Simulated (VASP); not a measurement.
Here is a VASP 6.6.1 calculation.

Contents of INCAR:

```
SYSTEM = Ni
ALGO = Normal
EDIFF = 1E-6
ENCUT = 520
GGA = PE
ISIF = 2
ISMEAR = -1
ISPIN = 2
ISYM = 0
LASPH = .True.
LCHARG = .True.
LELF = .True.
LMAXMIX = 4
LORBIT = 11
LREAL = .False.
LVHAR = .True.
LWAVE = .False.
MAGMOM = 2 2
NBANDS = 21
NELM = 150
PREC = Accurate
SIGMA = 0.1
```

The input KPOINTS:

```
k-points
0
Gamma
  12 6 12
  0 0 0
```

POSCAR

```
Ni
1.0
    0.0000000000      1.7780000000      1.7780000000
    3.5560000000      0.0000000000      3.5560000000
    1.7780000000      1.7780000000      0.0000000000
Ni
2
Direct
    0.0000000000      0.0000000000      0.0000000000
    0.0000000000      0.5000000000      0.0000000000
```

Potentials or basis: VASP PAW PBE potentials, release 64 (Ni).

Run with:

```console
$ cat potpaw_PBE.64/Ni/POTCAR > POTCAR
$ mpirun -np 1 vasp_std > vasp.out
```

**Question.** Predict the pressure.

**Answer.** -5.3 GPa.

**Question.** What does it give for the site moments?

**Answer.** Ni +0.66 μB.

**Question.** Predict the net moment.

**Answer.** 1.29 μB per cell.

Caveat: the cell stands under tension.
